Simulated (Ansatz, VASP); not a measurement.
Two plane-wave programs on LaHg2H2

```
La Hg H
1.0
    -2.12442    2.12442    5.38043
     2.12442   -2.12442    5.38043
     2.12442    2.12442   -5.38043
La Hg H
1 2 2
Direct
  0.00000 0.00000 0.00000
  0.25000 0.75000 0.50000
  0.75000 0.25000 0.50000
  0.53736 0.53736 0.00000
  0.46264 0.46264 0.00000
```

Change from the starting cell: species swapped into the LaSi2Pt2 type (I4/mmm, No. 139).

Alike in both runs: functional PBE; k mesh 12 × 12 × 12; occupations gaussian, width 0.1 eV; no spin polarisation.

Ansatz relaxed the structure, and its values are those at the end. VASP's run is a single point on that final structure, the one shown.

|  | VASP | Ansatz |
| --- | --- | --- |
| version | VASP 6.6.1 | Ansatz 0.2.0 |
| potentials or method | VASP PAW PBE potentials, release 64 (La, Hg, H), cutoff 520 eV | scalar-relativistic, plane waves, PAW |
| valence electrons in the cell | 37 | 53 |

|  | VASP | Ansatz | Ansatz less VASP |
| --- | --- | --- | --- |
| gap on the k mesh at the Fermi level (eV) | none | none | - |
| pressure (GPa) | 0.1 | 0.0 | -0.05 |
| rms of the force components (eV/Å) | 0.004 | 0.004 | -0.0007 |

A gap of «none» marks a metal or a gap that the smearing closes. With one functional, cell and mesh, what is left measures potentials, basis and numerics. VASP's potentials hold 37 valence electrons a cell and Ansatz's 53, so a difference there can come from the potentials and not from the codes.

Spin-orbit coupling is off throughout.
